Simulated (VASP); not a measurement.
A run of VASP 6.6.1 is set up as follows.

POSCAR

```
Nb
1.0
   -1.6524918057      1.6524918057      1.6524918057
    1.6524918057     -1.6524918057      1.6524918057
    1.6524918057      1.6524918057     -1.6524918057
Nb
1
Direct
    0.0000000000      0.0000000000      0.0000000000
```

Contents of INCAR.step1:

```
  ALGO = Normal
  EDIFF = 1E-4
  ENCUT = 520
  GGA = PE
  ISMEAR = -1
  LASPH = True
  LCHARG = False
  LREAL = False
  LWAVE = True
  NBANDS = 12
  NELM = 100
  PREC = Accurate
  SIGMA = 0.1
```

Contents of INCAR.step2:

```
  ALGO = Normal
  EDIFF = 1E-6
  ENCUT = 520
  ISIF = 2
  ISMEAR = -1
  ISTART = 1
  LASPH = True
  LCHARG = False
  LMIXTAU = True
  LREAL = False
  LWAVE = False
  METAGGA = R2SCAN
  NBANDS = 12
  NELM = 100
  PREC = Accurate
  SIGMA = 0.1
```

The input KPOINTS:

```
k-points
0
Gamma
  18 18 18
```

Potentials or basis: VASP PAW PBE potentials, release 64 (Nb_sv).

Launch:

```console
$ cat potpaw_PBE.64/Nb_sv/POTCAR > POTCAR
$ cp INCAR.step1 INCAR
$ mpirun -np 1 vasp_std > vasp.out
$ cp INCAR.step2 INCAR
$ mpirun -np 1 vasp_std > vasp.out
```

**Question.** Predict the band gap on the k mesh.

**Answer.** Zero (an odd number of electrons rules out a gap without spin polarisation).

**Question.** Predict the pressure.

**Answer.** -0.2 GPa.

Caveat: the PAW data sets were made with another functional, which shifts forces and pressure a little.
